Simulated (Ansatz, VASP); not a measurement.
## One calculation of AlP, two programs

```
CELL_PARAMETERS angstrom
0.00000 2.72550 2.72550
2.72550 0.00000 2.72550
2.72550 2.72550 0.00000
ATOMIC_POSITIONS crystal
Al 0.00000 0.00000 0.00000
P 0.25000 0.25000 0.25000
```

Alike in both runs: task single point; functional BLYP; k mesh 8 × 8 × 8; no spin polarisation.

```csv
,VASP,Ansatz
version,VASP 6.6.1,Ansatz 0.2.0
potentials or method,"VASP PAW PBE potentials, release 64 (Al, P)","plane waves, PAW"
plane-wave cutoff (eV),500,420
occupations,"gaussian, width 0.01 eV",fixed
valence electrons in the cell,8,8
```

VASP gave:

| Property | Result |
| --- | --- |
| gap on the k mesh at the Fermi level (eV) | 1.83 |
| pressure (GPa) | 5.3 |

Question: Which values does Ansatz return?

Answer: gap on the k mesh at the Fermi level (eV): 1.83; pressure (GPa): 5.2.

VASP's potentials were made for PBE, not for BLYP.
